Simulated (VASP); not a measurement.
A run of VASP 6.6.1 is set up as follows.

The input INCAR:

```
PREC = Accurate
ENCUT = 600
EDIFF = 1E-7
ISMEAR = 0
SIGMA = 0.1
LREAL = False
LASPH = True
NELM = 60
ALGO = Normal
ISIF = 3
LWAVE = False
LCHARG = False
GGA = PS
IBRION = 2
NSW = 80
EDIFFG = -0.003
PSTRESS = 50.0
```

KPOINTS

```
regular mesh
0
Gamma
  24 24 18
```

The input POSCAR:

```
MgB2
1.0
    3.0642867871      0.0000000000      0.0000000000
   -1.5321433936      2.6537502022      0.0000000000
    0.0000000000      0.0000000000      3.4967496280
Mg B
1 2
Direct
    0.0000000000      0.0000000000      0.0000000000
    0.3333333333      0.6666666667      0.5000000000
    0.6666666667      0.3333333333      0.5000000000
```

Potentials or basis: VASP PAW PBE potentials, release 64 (Mg, B).

Run with:

```console
$ cat potpaw_PBE.64/Mg/POTCAR potpaw_PBE.64/B/POTCAR > POTCAR
$ mpirun -np 1 vasp_std > vasp.out
```

(1) What does it give for the relaxed cell?

(2) Predict the band gap on the k mesh.

(3) What does it give for the relaxed volume?

Results:

(1) a = 3.039 Å, b = 3.039 Å, c = 3.442 Å, α = 90.00°, β = 90.00°, γ = 120.00°.

(2) zero (bands 4 and 5 overlap by 4.02 eV).

(3) 9.18 Å³/atom.

Caveat: the cell is relaxed towards a set pressure, so the run minimises the enthalpy, not the energy; the PAW data sets were made with another functional, which shifts forces and pressure a little.
